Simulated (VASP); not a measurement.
Runs of VASP 6.6.1 on Sn. It takes space group Fd-3m (No. 227, cubic). The conventional cell has a = 6.467 Å, b = 6.467 Å, c = 6.467 Å, α = 90.00°, β = 90.00°, γ = 90.00°. Within 3.7 Å of Sn (site symmetry -43m) lie 4 Sn at 2.80 Å. 

```csv
level,potentials or basis,gap on the mesh (eV),pressure (GPa)
LDA,"VASP PAW LDA potentials, release 64 (Sn_d)",none,0.2
BLYP,"VASP PAW PBE potentials, release 64 (Sn_d)",none,6.5
PBE,"VASP PAW PBE potentials, release 64 (Sn_d)",none,(a)
RPBE,"VASP PAW PBE potentials, release 64 (Sn_d)",none,5.2
```

Alike in all rows: task single point; no spin polarisation; cell as given; k mesh 9 × 9 × 9; cutoff (eV) 500; smearing fermi-dirac 0.05 eV.

Fill in the values left out.

(a) 3.7.

Caveats: spin-orbit coupling is left out, which moves the levels of the heavy elements; the PAW data sets were made with another functional, which shifts forces and pressure a little (some runs).

A k mesh can miss the band edges, and the runs leave out spin-orbit coupling on Sn.

A gap of «none» marks levels without a gap at the run's occupations.
